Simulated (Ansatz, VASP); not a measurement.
## One calculation of Se3Br, two programs

```
Se Br
1.0
    -1.90124    1.90124    8.48190
     1.90124   -1.90124    8.48190
     1.90124    1.90124   -8.48190
Se Br
3 1
Direct
  0.25000 0.75000 0.50000
  0.75000 0.25000 0.50000
  0.50000 0.50000 0.00000
  0.00000 0.00000 0.00000
```

Alike in both runs: task single point; functional PBE; k mesh 8 × 8 × 8; occupations gaussian, width 0.2 eV; no spin polarisation.

|  | VASP | Ansatz |
| --- | --- | --- |
| version | VASP 6.6.1 | Ansatz 0.2.0 |
| potentials or method | VASP PAW PBE potentials, release 64 (Se, Br), cutoff 520 eV | scalar-relativistic, plane waves, PAW |
| valence electrons in the cell | 25 | 55 |

|  | VASP | Ansatz | Ansatz less VASP |
| --- | --- | --- | --- |
| gap on the k mesh at the Fermi level (eV) | none | none | - |
| pressure (GPa) | 0.2 | 0.2 | -0.01 |

A gap of «none» marks a metal or a gap that the smearing closes. VASP's potentials hold 25 valence electrons a cell and Ansatz's 55, so a difference there can come from the potentials and not from the codes.
